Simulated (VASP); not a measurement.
Wanted: the native input for a VASP 6.6.1 run.

```yaml
Task: single point
Functional: PBE
Potentials_or_basis: VASP PAW PBE potentials, release 64 (Sn_d, S)
Cutoff: 500 eV
k_mesh: 4 × 8 × 6
Occupations: gaussian, width 0.02 eV
Spin: no spin polarisation
Dipole_correction: no
Further_INCAR_settings: ALGO = Normal; EDIFF = 1e-06; NBANDS = 50
```

The structure of SnS lies in POSCAR:

```
SnS
1.0
   11.2011402489      0.0000000000      0.0000000000
    0.0000000000      4.0092069199      0.0000000000
    0.0000000000      0.0000000000      4.2933146485
Sn S
4 4
Direct
    0.1189481597      0.2500000000      0.1148417498
    0.3810518403      0.7500000000      0.6148417498
    0.6189481597      0.2500000000      0.3851582502
    0.8810518403      0.7500000000      0.8851582502
    0.8525185723      0.2500000000      0.4754835344
    0.6474814277      0.7500000000      0.9754835344
    0.3525185723      0.2500000000      0.0245164656
    0.1474814277      0.7500000000      0.5245164656
```

This cell differs from its parent crystal: volume scaled by 0.94, then relaxed in part.

These files were run (other wordings do the same):

INCAR

```
  ALGO = Normal
  EDIFF = 1E-6
  ENCUT = 500
  GGA = PE
  GGA_COMPAT = False
  ISIF = 2
  ISMEAR = 0
  LASPH = True
  LCHARG = True
  LELF = True
  LREAL = False
  LVHAR = True
  LWAVE = False
  NBANDS = 50
  NELM = 120
  PREC = Accurate
  SIGMA = 0.02
```

KPOINTS

```
k-points
0
Gamma
  4 8 6
```

Potentials or basis: VASP PAW PBE potentials, release 64 (Sn_d, S).

Command:

```console
$ cat potpaw_PBE.64/Sn_d/POTCAR potpaw_PBE.64/S/POTCAR > POTCAR
$ mpirun -np 1 vasp_std > vasp.out
```

It gave:

```yaml
Pressure: 1.7 GPa
Largest_force: 0.006 eV/Å
Band_gap_on_the_k_mesh: 0.92 eV, indirect (least direct gap 1.20 eV)
```

Caveat: spin-orbit coupling is left out, which moves the levels of the heavy elements.

Run time: 6.9 min on 1 thread of Intel(R) Xeon(R) Platinum 8488C (Sapphire Rapids), on a shared host, peak memory 0.52 GiB.
